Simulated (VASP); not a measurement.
Runs of VASP 6.6.1 on Ti. The structure is that of space group Im-3m (No. 229), or close to it. The cells are those of the table. 

| cell | further INCAR settings | gap on the mesh (eV) | pressure (GPa) |
| --- | --- | --- | --- |
| a = 2.757 Å, angles 108.8, 108.8, 110.8°, 1 atom | ALGO = Fast; EDIFF = 1e-06; NBANDS = 12 | none | 2.8 |
| a = 2.827 Å, angles 110.8, 110.8, 106.8°, 1 atom | ALGO = Fast; EDIFF = 1e-06; NBANDS = 12 | none | (a) |
| a = 2.735 Å, angles 108.1, 108.1, 112.2°, 1 atom | ALGO = Fast; EDIFF = 1e-07; NBANDS = 12 | none | 6.0 |
| a = 2.873 Å, angles 110.1, 110.1, 108.2°, 1 atom | ALGO = Fast; EDIFF = 1e-07; NBANDS = 12 | none | -9.5 |
| a = 2.896 Å, angles 108.8, 108.8, 110.8°, 1 atom | ALGO = Fast; EDIFF = 1e-06; NBANDS = 12 | none | -11.7 |
| a = 2.874 Å, angles 108.2, 108.2, 112.1°, 1 atom | ALGO = Fast; EDIFF = 1e-07; NBANDS = 12 | none | (c) |
| a = 2.804 Å, angles 108.1, 108.1, 112.1°, 1 atom | ALGO = Fast; EDIFF = 1e-06; NBANDS = 12 | none | -2.8 |
| a = 2.734 Å, angles 110.2, 110.2, 108.1°, 1 atom | ALGO = Fast; EDIFF = 1e-06; NBANDS = 12 | none | (b) |

Alike in all rows: task single point; level PBEsol; potentials or basis VASP PAW PBE potentials, release 64 (Ti_sv); no spin polarisation; k mesh 26 × 26 × 26; cutoff (eV) 520; smearing gaussian 0.15 eV.

**Question.** Fill in the values left out.

**Answer.** (a) -5.2; (b) 5.9; (c) -9.4.

Caveats: the PAW data sets were made with another functional, which shifts forces and pressure a little; the cell stands under tension (at least some runs); the cell stands under pressure (at least some runs).

A gap of «none» marks levels without a gap at the run's occupations.
